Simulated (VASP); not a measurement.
# MgCd2O3 in VASP: further runs

MgCd2O3 is run at these levels: PBE; tasks: single point, relaxation of cell and atoms.

All numbers are computed with VASP 6.6.1; they aren't measurements. Logs are shortened: lines on timing, memory, paths and dates and some standing lists are left out, and cuts for length are marked.

## Step 1: The cell of the first run

Symmetry: P-3m1, No. 164, trigonal system. The conventional cell has a = 3.237 Å, b = 3.237 Å, c = 8.090 Å, α = 90.00°, β = 90.00°, γ = 120.00°. Mg (site symmetry -3m) has 6 O at 2.19 Å within 2.9 Å. Within 3.1 Å of Cd (site symmetry 3m) lie 6 O at 2.35 to 2.38 Å. O (site symmetry 3m) has 3 Mg at 2.19 Å and 3 Cd at 2.38 Å within 2.9 Å. Within 3.1 Å of O (site symmetry -3m) lie 6 Cd at 2.35 Å.

## Step 2: Single point, PBE

INCAR reads:

```
SYSTEM = MgCd2O3
PREC = Accurate
ENCUT = 520
EDIFF = 1E-6
ISMEAR = 0
SIGMA = 0.15
LREAL = .FALSE.
LASPH = .TRUE.
NELM = 100
ALGO = Normal
ISIF = 2
LWAVE = .FALSE.
LCHARG = .FALSE.
GGA = PE
NBANDS = 31
```

KPOINTS reads:

```
regular mesh
0
G
  4 4 2
  0 0 0
```

POSCAR reads:

```
MgCd2O3
1.0
    3.2369686677      0.0000000000      0.0000000000
   -1.6184843338      2.8032970975      0.0000000000
    0.0000000000      0.0000000000      8.0904964247
Mg Cd O
1 2 3
Direct
    0.0000000000      0.0000000000      0.0000000000
    0.6666666667      0.3333333333      0.3231071230
    0.3333333333      0.6666666667      0.6768928770
    0.6666666667      0.3333333333      0.8581769396
    0.3333333333      0.6666666667      0.1418230604
    0.0000000000      0.0000000000      0.5000000000
```

Potentials or basis: VASP PAW PBE potentials, release 64 (Mg, Cd, O).

On the command line:

```console
$ cat potpaw_PBE.64/Mg/POTCAR potpaw_PBE.64/Cd/POTCAR potpaw_PBE.64/O/POTCAR > POTCAR
$ mpirun -np 1 vasp_std > vasp.out
```

OUTCAR:

```text
SYSTEM = MgCd2O3
   PREC = Accurate
   ENCUT = 520
   EDIFF = 1E-6
   ISMEAR = 0
   LREAL = .FALSE.
   LASPH = .TRUE.
   NELM = 100
   ISIF = 2
   GGA = PE

 ion  position               nearest neighbor table
   1  0.000  0.000  0.000-   4 2.19   5 2.19   5 2.19   4 2.19   4 2.19   5 2.19   2 3.21   3 3.21
                             3 3.21   2 3.21   3 3.21   2 3.21
   2  0.667  0.333  0.323-   6 2.35   6 2.35   6 2.35   5 2.38   5 2.38   5 2.38   1 3.21   1 3.21
                             1 3.21   3 3.42   3 3.42   3 3.42
   3  0.333  0.667  0.677-   6 2.35   6 2.35   6 2.35   4 2.38   4 2.38   4 2.38   1 3.21   1 3.21
                             1 3.21   2 3.42   2 3.42   2 3.42
   4  0.667  0.333  0.858-   1 2.19   1 2.19   1 2.19   3 2.38   3 2.38   3 2.38
   5  0.333  0.667  0.142-   1 2.19   1 2.19   1 2.19   2 2.38   2 2.38   2 2.38
   6  0.000  0.000  0.500-   2 2.35   3 2.35   3 2.35   2 2.35   2 2.35   3 2.35

  LATTYP: Found a hexagonal cell.
 ALAT       =     3.2369686677
 C/A-ratio  =     2.4994052323

  Lattice vectors:

 A1 = (   3.2369686677,   0.0000000000,   0.0000000000)
 A2 = (  -1.6184843338,   2.8032970975,   0.0000000000)
 A3 = (   0.0000000000,   0.0000000000,   8.0904964247)

Analysis of symmetry for initial positions (statically):
=====================================================================
 Subroutine PRICEL returns:
 Original cell was already a primitive cell.

 Routine SETGRP: Setting up the symmetry group for a
 hexagonal supercell.

 Subroutine GETGRP returns: Found 12 space group operations
 (whereof 12 operations were pure point group operations)
 out of a pool of 24 trial point group operations.

The static configuration has the point symmetry D_3d.

Analysis of symmetry for dynamics (positions and initial velocities):
=====================================================================
 Subroutine PRICEL returns:
 Original cell was already a primitive cell.

 Routine SETGRP: Setting up the symmetry group for a
 hexagonal supercell.

 Subroutine GETGRP returns: Found 12 space group operations
 (whereof 12 operations were pure point group operations)
 out of a pool of 24 trial point group operations.

The dynamic configuration has the point symmetry D_3d.

 Subroutine INISYM returns: Found 12 space group operations
 (whereof 12 operations are pure point group operations),
 and found     1 'primitive' translations

----------------------------------------------------------------------------------------

                                     Primitive cell

  volume of cell :      73.4147

  direct lattice vectors                    reciprocal lattice vectors
     3.236968668  0.000000000  0.000000000     0.308931010  0.178361402  0.000000000
    -1.618484334  2.803297097  0.000000000     0.000000000  0.356722804  0.000000000
     0.000000000  0.000000000  8.090496425     0.000000000  0.000000000  0.123601810

  length of vectors
     3.236968668  3.236968668  8.090496425     0.356722804  0.356722804  0.123601810

  position of ions in fractional coordinates (direct lattice)
     0.000000000  0.000000000  0.000000000
     0.666666667  0.333333333  0.323107123
     0.333333333  0.666666667  0.676892877
     0.666666667  0.333333333  0.858176940
     0.333333333  0.666666667  0.141823060
     0.000000000  0.000000000  0.500000000

  ion indices of the primitive-cell ions
   primitive index   ion index
                 1           1
                 2           2
                 3           3
                 4           4
                 5           5
                 6           6

----------------------------------------------------------------------------------------

 KPOINTS: regular mesh

Automatic generation of k-mesh.
 Grid dimensions read from file:
 generate k-points for:    4    4    2

 Generating k-lattice:

  Cartesian coordinates                     Fractional coordinates (reciprocal lattice)
     0.077232753  0.044590350  0.000000000     0.250000000  0.000000000  0.000000000
     0.000000000  0.089180701  0.000000000     0.000000000  0.250000000  0.000000000
     0.000000000  0.000000000  0.061800905     0.000000000  0.000000000  0.500000000

  Length of vectors
     0.089180701  0.089180701  0.061800905

  Shift w.r.t. Gamma in fractional coordinates (k-lattice)
     0.000000000  0.000000000  0.000000000

 Subroutine IBZKPT returns following result:
 ===========================================

 Found      8 irreducible k-points:

 Following reciprocal coordinates:
            Coordinates               Weight
  0.000000  0.000000  0.000000      1.000000
  0.250000 -0.000000  0.000000      6.000000
  0.500000 -0.000000  0.000000      3.000000
  0.250000  0.250000  0.000000      6.000000
  0.000000  0.000000  0.500000      1.000000
  0.250000 -0.000000  0.500000      6.000000
  0.500000 -0.000000  0.500000      3.000000
  0.250000  0.250000  0.500000      6.000000
   k-points           NKPTS =      8   k-points in BZ     NKDIM =      8   number of bands    NBANDS=     31
   number of dos      NEDOS =    301   number of ions     NIONS =      6
   total plane-waves  NPLWV =  34560
   dimension x,y,z NGX =    24 NGY =   24 NGZ =   60
   dimension x,y,z NGXF=    48 NGYF=   48 NGZF=  120
   ions per type =               1   2   3
   NGX,Y,Z   is equivalent  to a cutoff of  12.33, 12.33, 12.33 a.u.
   NGXF,Y,Z  is equivalent  to a cutoff of  24.65, 24.65, 24.66 a.u.
 SYSTEM =  MgCd2O3
   PREC   = accura    normal or accurate (medium, high low for compatibility)
   ISTART =      0    job   : 0-new  1-cont  2-samecut
   ICHARG =      2    charge: 1-file 2-atom 10-const
   ISPIN  =      1    spin polarized calculation?
   LNONCOLLINEAR =      F non collinear calculations
   LSORBIT =      F    spin-orbit coupling
   LASPH  =      T    aspherical Exc in radial PAW
   ENCUT  =  520.0 eV  38.22 Ry    6.18 a.u.   6.02  6.02 15.04*2*pi/ulx,y,z
   NELM   =    100;   NELMIN=  2; NELMDL= -5     # of ELM steps
   EDIFF  = 0.1E-05   stopping-criterion for ELM
   LREAL  =      F    real-space projection
   EDIFFG = 0.1E-04   stopping-criterion for IOM
   NSW    =      0    number of steps for IOM
   IBRION =     -1    ionic relax: 0-MD 1-quasi-New 2-CG
   NFREE  =      0    steps in history (QN), initial steepest desc. (CG)
   ISIF   =      2    stress and relaxation
   ISYM   =      2    0-nonsym 1-usesym 2-fastsym
   POTIM  = 0.5000    time-step for ionic-motion
   TEBEG  =    0.0;   TEEND  =   0.0 temperature during run
   PSTRESS=    0.0 pullay stress
   NELECT =      44.0000    total number of electrons
   NUPDOWN=      -1.0000    fix difference up-down
   EMIN   =  10.00;   EMAX   =-10.00  energy-range for DOS
   EFERMI =   0.00;   METHOD = LEGACY
   ISMEAR =     0;   SIGMA  =   0.15  broadening in eV -4-tet -1-fermi 0-gaus
   EFERMI_NEDOS =   21; number of points for ismear=-14 and -15
   IALGO  =     38    algorithm
   IMIX   =      4    mixing-type and parameters
     AMIX     =   0.40;   BMIX     =  1.00
     AMIX_MAG =   1.60;   BMIX_MAG =  1.00
  volume/ion in A,a.u.               =      12.24        82.57
  Fermi-wavevector in a.u.,A,eV,Ry     =   1.380272  2.608337 25.921164  1.905152
  Thomas-Fermi vector in A             =   2.505165
   LORBIT       =      0    0 simple, 1 ext, 2 COOP (PROOUT), +10 PAW based schemes
   GGA     = PE    functional components
   LHFCALC =     F    Hartree Fock is set to
   AEXX    =    0.0000 exact exchange contribution
   IVDW    =     0    specifies the selected vdW correction
   LEPSILON=     F    determine dielectric tensor
   LRPA    =     F    only Hartree local field effects (RPA)
 non-spin polarized calculation
 Gauss-broadening in eV      SIGMA  =   0.15
  energy-cutoff  :      520.00
  volume of cell :       73.41
 maximum number of plane-waves:      1984
   NGX = 13   NGY = 13   NGZ = 31

 number of electron      44.0000020 magnetization

 Free energy of the ion-electron system (eV)
  ---------------------------------------------------
  ext. energy  EPLUGINS =         0.00000000
  ---------------------------------------------------
  free energy    TOTEN  =       -27.02573356 eV

  energy without entropy =      -27.02544452  energy(sigma->0) =      -27.02558904

 E-fermi :   2.3788     XC(G=0): -11.3276

 val. band max:        2.0662933264   @ k =   0.0000   0.0000   0.0000
 cond. band min:       2.6387402057   @ k =   0.0000   0.0000   0.0000
 fundamental gap:      0.5724468793
 Fermi energy:         2.3787765715

 k-point     1 :       0.0000    0.0000    0.0000
  band No.  band energies     occupation
      1     -15.0089      2.00000
      2     -14.5386      2.00000
      3     -14.1966      2.00000
      4      -5.1230      2.00000
      5      -4.8338      2.00000
      6      -4.8338      2.00000
[... 23 lines left out ...]
     30      16.1802      0.00000
     31      16.1802      0.00000

 k-point     2 :       0.2500   -0.0000    0.0000
  band No.  band energies     occupation
      1     -14.6528      2.00000
      2     -14.4072      2.00000
      3     -14.0632      2.00000
      4      -5.0288      2.00000
      5      -4.7983      2.00000
      6      -4.7113      2.00000
[... 23 lines left out ...]
     30      14.0534      0.00000
     31      15.6237      0.00000

 k-point     3 :       0.5000   -0.0000    0.0000
  band No.  band energies     occupation
      1     -14.3377      2.00000
      2     -14.1426      2.00000
      3     -13.9780      2.00000
      4      -5.1923      2.00000
      5      -5.0269      2.00000
      6      -4.9853      2.00000
[... 23 lines left out ...]
     30      13.1904      0.00000
     31      14.6572      0.00000

 k-point     4 :       0.2500    0.2500    0.0000
  band No.  band energies     occupation
      1     -14.3294      2.00000
      2     -14.1642      2.00000
      3     -13.9716      2.00000
      4      -4.8534      2.00000
      5      -4.8182      2.00000
      6      -4.7817      2.00000
[... 23 lines left out ...]
     30      12.6270      0.00000
     31      12.9738      0.00000

 k-point     5 :       0.0000    0.0000    0.5000
  band No.  band energies     occupation
      1     -14.8281      2.00000
      2     -14.8247      2.00000
      3     -14.0871      2.00000
      4      -5.2350      2.00000
      5      -4.8387      2.00000
      6      -4.8387      2.00000
[... 23 lines left out ...]
     30      15.2217      0.00000
     31      16.7756      0.00000

 k-point     6 :       0.2500   -0.0000    0.5000
  band No.  band energies     occupation
      1     -14.5750      2.00000
      2     -14.5171      2.00000
      3     -14.0308      2.00000
      4      -4.9887      2.00000
      5      -4.8595      2.00000
      6      -4.7155      2.00000
[... 23 lines left out ...]
     30      14.4371      0.00000
     31      15.3665      0.00000

 k-point     7 :       0.5000   -0.0000    0.5000
  band No.  band energies     occupation
      1     -14.3462      2.00000
      2     -14.1209      2.00000
      3     -13.9911      2.00000
      4      -5.2493      2.00000
      5      -4.9666      2.00000
      6      -4.9474      2.00000
[... 23 lines left out ...]
     30      12.7267      0.00000
     31      14.4800      0.00000

 k-point     8 :       0.2500    0.2500    0.5000
  band No.  band energies     occupation
      1     -14.3288      2.00000
      2     -14.1647      2.00000
      3     -13.9716      2.00000
      4      -4.8505      2.00000
      5      -4.8480      2.00000
      6      -4.7872      2.00000
[... 23 lines left out ...]
     30      12.7637      0.00000
     31      13.0894      0.00000

------------------------ aborting loop because EDIFF is reached ----------------------------------------

  FORCE on cell =-STRESS in cart. coord.  units (eV):
  Direction    XX          YY          ZZ          XY          YZ          ZX
  --------------------------------------------------------------------------------------
  -------------------------------------------------------------------------------------
  Total        0.4182069      0.4182069      0.3512107      0.0000000     -0.0000000      0.0000000
  in kB        9.1268090      9.1268090      7.6647061      0.0000000     -0.0000000      0.0000000
  external PRESSURE =       8.6394414 kB  Pullay stress =       0.0000000 kB

 VOLUME and BASIS-vectors are now :
 -----------------------------------------------------------------------------
  energy-cutoff  :      520.00
  volume of cell :       73.41
      direct lattice vectors                 reciprocal lattice vectors
     3.236968668  0.000000000  0.000000000     0.308931010  0.178361402  0.000000000
    -1.618484334  2.803297097  0.000000000     0.000000000  0.356722804  0.000000000
     0.000000000  0.000000000  8.090496425     0.000000000  0.000000000  0.123601810

 POSITION                                       TOTAL-FORCE (eV/Angst)
 -----------------------------------------------------------------------------------
      0.00000      0.00000      0.00000        -0.000000      0.000000      0.000000
      1.61848      0.93443      2.61410        -0.000000      0.000000      0.028613
     -0.00000      1.86886      5.47640        -0.000000     -0.000000     -0.028613
      1.61848      0.93443      6.94308         0.000000      0.000000      0.161025
     -0.00000      1.86886      1.14742        -0.000000      0.000000     -0.161025
      0.00000      0.00000      4.04525        -0.000000      0.000000      0.000000
 -----------------------------------------------------------------------------------
    total drift:                                0.000000     -0.000000      0.000000

  FREE ENERGIE OF THE ION-ELECTRON SYSTEM (eV)
  ---------------------------------------------------
  free  energy   TOTEN  =       -27.0257335575 eV

  energy  without entropy=      -27.0254445226  energy(sigma->0) =      -27.02558904
```

Run time: 16 s. Hardware: 1 thread of Intel Xeon Platinum 8375C at 2.90GHz (Ice Lake), shared host; peak memory 0.18 GiB.

What came out:

| Item | Value |
| --- | --- |
| Free energy | -27.0257 eV |
| Pressure | 0.9 GPa |
| Largest force | 0.161 eV/Å |
| Band gap on the k mesh | 0.57 eV, direct |

Forces in eV/Å, atoms in the order of the input:
```
Mg   0.000  0.000  0.000
Cd   0.000  0.000  0.029
Cd   0.000  0.000 -0.029
O    0.000  0.000  0.161
O    0.000  0.000 -0.161
O    0.000  0.000  0.000
```

Levels at points of the mesh, in eV from the valence-band top:
```tsv
k point	band 19	band 20	band 21	band 22	band 23	band 24	band 25	band 26
(0.00, 0.00, 0.00)	-0.79	-0.79	0.00	0.00	0.57	4.30	4.77	8.80
(0.50, 0.00, 0.00)	-1.23	-0.83	-0.67	-0.34	4.60	5.56	6.26	7.37
(0.00, 0.00, 0.50)	-0.44	-0.44	-0.12	-0.12	2.00	2.81	5.43	8.53
(0.50, 0.00, 0.50)	-1.54	-1.35	-0.11	-0.01	4.80	5.05	6.20	7.68
```

Caveat: the k points lie up to 0.56 Å⁻¹ apart. PBE gaps usually lie below the measured ones, often by a third to a half.

(Part 1 of 2 ends here.)
